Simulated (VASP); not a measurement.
## GaN: single point with LDA

GaN:

```
Ga N
1.0
     0.00000    2.24895    2.24895
     2.24895    0.00000    2.24895
     2.24895    2.24895    0.00000
Ga N
1 1
Direct
  0.00000 0.00000 0.00000
  0.75000 0.75000 0.75000
```

```
Program             : VASP 6.6.1
Task                : single point
Functional          : LDA
Potentials or basis : VASP PAW LDA potentials, release 64 (Ga_d, N)
Cutoff              : 520 eV
k mesh              : 6 × 6 × 6
Occupations         : gaussian, width 0.01 eV
Spin                : no spin polarisation
```

The pressure is -4.4 GPa and the band gap on the k mesh is 1.78 eV.

Levels at points of the mesh, in eV from the valence-band top:
```csv
k point,band 7,band 8,band 9,band 10,band 11,band 12
"(0.00, 0.00, 0.00)",0.00,0.00,0.00,1.78,10.14,10.14
"(0.50, 0.00, 0.00)",-7.16,-0.99,-0.99,4.58,8.63,10.23
"(0.50, 0.50, 0.00)",-6.23,-2.75,-2.75,3.24,6.52,11.54
```

It took 8.5 s on 1 thread of Intel(R) Xeon(R) Platinum 8375C CPU @ 2.90GHz (Ice Lake), on a shared host, peak memory 0.12 GiB.

Caveat: the cell stands under tension.
